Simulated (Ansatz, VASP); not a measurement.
# Al3N in VASP and in Ansatz

```
Al N
1.0
     5.16880    0.00000    0.00000
    -2.58440    4.47631    0.00000
     0.00000    0.00000    4.99007
Al N
6 2
Cartesian
  1.3099 0.7563 1.2475
  3.8589 0.7563 1.2475
  2.5844 2.9638 1.2475
  1.2745 3.7200 3.7426
  0.0000 1.5125 3.7426
  -1.2745 3.7200 3.7426
  0.0000 2.9842 1.2475
  2.5844 1.4921 3.7426
```

Change from the starting cell: species swapped into the Li3Mg type (P6_3/mmc, No. 194).

Alike in both runs: functional PBE; k mesh 3 × 3 × 3; occupations gaussian, width 0.2 eV; no spin polarisation.

Ansatz relaxed the structure, and its values are those at the end. VASP's run is a single point on that final structure, the one shown.

|  | VASP | Ansatz |
| --- | --- | --- |
| version | VASP 6.6.1 | Ansatz 0.2.0 |
| potentials or method | VASP PAW PBE potentials, release 64 (Al, N), cutoff 600 eV | scalar-relativistic, plane waves, PAW |
| valence electrons in the cell | 28 | 28 |

|  | VASP | Ansatz | Ansatz less VASP |
| --- | --- | --- | --- |
| gap on the k mesh at the Fermi level (eV) | none | none | - |
| pressure (GPa) | 0.0 | 0.1 | +0.10 |

A gap of «none» marks a metal or a gap that the smearing closes. The functional is the same, so the differences come from potentials, cutoffs and numerics.

The k mesh is coarse, so the values compare programs but aren't converged.
